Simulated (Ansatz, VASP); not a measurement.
# InO in VASP and in Ansatz

File POSCAR:

```
InO
1.0
    3.1644093112      0.0000000000      0.0000000000
   -1.5822046556      2.7404588514      0.0000000000
    0.0000000000      0.0000000000     18.9118238907
In O
2 2
Direct
    0.6666666667      0.3333333333      0.5900210000
    0.6666666667      0.3333333333      0.4099790000
    0.0000000000      0.0000000000      0.6398670000
    0.0000000000      0.0000000000      0.3601330000
```

Contents of INCAR.step1:

```
PREC = Accurate ; ENCUT = 520
ISMEAR = 0 ; SIGMA = 0.05
LREAL = False ; LASPH = True
NELM = 60 ; NBANDS = 27
GGA = PE ; ALGO = Normal
EDIFF = 1E-4 ; LWAVE = True
LCHARG = False
```

The input INCAR.step2:

```
PREC = Accurate ; ENCUT = 520
EDIFF = 1E-7 ; ISMEAR = 0
SIGMA = 0.05 ; LREAL = False
LASPH = True ; NELM = 60
ALGO = Normal ; ISIF = 2
LWAVE = False ; LCHARG = False
METAGGA = R2SCAN ; LMIXTAU = True
NBANDS = 27 ; ISTART = 1
```

File KPOINTS:

```
Automatic mesh
0
Gamma
  12 12 2
```

Input for Ansatz:

```yaml
crystal:
  lattice:
    - [3.1644093112, 0.0, 0.0]
    - [-1.5822046556, 2.7404588514, 0.0]
    - [0.0, 0.0, 18.9118238907]
  atoms:
    - { symbol: In, position: [0.6666666667, 0.3333333333, 0.590021] }
    - { symbol: In, position: [0.6666666667, 0.3333333333, 0.409979] }
    - { symbol: O, position: [0.0, 0.0, 0.639867] }
    - { symbol: O, position: [0.0, 0.0, 0.360133] }
basis:
  ecutwfc: 500
kpoints:
  mp_grid: { grid: [12, 12, 2] }
hamiltonian:
  xc: r2scan
scf:
  occupations: { method: gaussian, width: 0.05 }
output:
  forces: true
  stress: true
  eigenvalues: true
```

Alike in both runs: task single point; functional r2SCAN; k mesh 12 × 12 × 2; occupations gaussian, width 0.05 eV; no spin polarisation.

```csv
,VASP,Ansatz
version,VASP 6.6.1,Ansatz 0.2.0
potentials or method,"VASP PAW PBE potentials, release 64 (In_d, O), cutoff 520 eV","scalar-relativistic, plane waves, PAW"
valence electrons in the cell,38,38
```

|  | VASP | Ansatz | Ansatz less VASP |
| --- | --- | --- | --- |
| gap on the k mesh at the Fermi level (eV) | none | none | - |
| rms of the force components (eV/Å) | 0.482 | 0.450 | -0.0314 |

VASP's potentials were made for PBE, not for r2SCAN. Atom by atom the forces differ by 0.045 eV/Å (rms over components). A gap of «none» marks a metal or a gap that the smearing closes.
